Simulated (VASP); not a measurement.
Wanted: the native input for a VASP 6.6.1 run.

```
Task                   : single point
Functional             : PBEsol
Potentials or basis    : VASP PAW PBE potentials, release 64 (Ta_pv, N)
Cutoff                 : 520 eV
k mesh                 : 21 × 21 × 18
Occupations            : gaussian, width 0.15 eV
Spin                   : no spin polarisation
Dipole correction      : no
Further INCAR settings : ALGO = Normal; EDIFF = 1e-06; NBANDS = 15
```

The structure of TaN lies in POSCAR:

```
TaN
1.0
    2.9037146640      0.0000000000      0.0000000000
   -1.4518573320      2.5146906643      0.0000000000
    0.0000000000      0.0000000000      3.0274129086
Ta N
1 1
Direct
    0.3333333333      0.6666666667      0.5000000000
    0.0000000000      0.0000000000      0.0000000000
```

This cell differs from its parent crystal: volume 11.053 Å^3 an atom, c/a of the conventional cell 1.0426.

These files were run (other wordings do the same):

INCAR

```
SYSTEM = TaN
PREC     = Accurate       ! precision mode
ENCUT    = 520            ! plane-wave cutoff, eV
EDIFF    = 1E-6           ! SCF threshold, eV
ISMEAR   = 0              ! smearing method
SIGMA    = 0.15           ! smearing width, eV
LREAL    = .False.        ! projectors in reciprocal space
LASPH    = .True.         ! aspherical terms in the spheres
NELM     = 60             ! most SCF steps
ALGO     = Normal         ! electronic algorithm
ISIF     = 2              ! what is computed and relaxed
LWAVE    = .False.        ! write WAVECAR
LCHARG   = .True.         ! write CHGCAR
GGA      = PS             ! functional
LELF     = .True.         ! ELF
LVHAR    = .True.       
NBANDS   = 15             ! bands
```

KPOINTS

```
regular mesh
0
Gamma
  21 21 18
  0 0 0
```

Potentials or basis: VASP PAW PBE potentials, release 64 (Ta_pv, N).

Run with:

```bash
$ cat potpaw_PBE.64/Ta_pv/POTCAR potpaw_PBE.64/N/POTCAR > POTCAR
$ mpirun -np 1 vasp_std > vasp.out
```

It gave:

| Item | Value |
| --- | --- |
| Pressure | -13.1 GPa |
| Band gap on the k mesh | zero (band 8 reaches 8.06 eV, above the bottom of band 9 at 7.64 eV) |

Caveat: the PAW data sets were made with another functional, which shifts forces and pressure a little; spin-orbit coupling is left out, which moves the levels of the heavy elements.

Run time: 91 s on 1 thread of Intel(R) Xeon(R) 6975P-C (Granite Rapids), with other jobs on the host, peak memory 0.27 GiB.
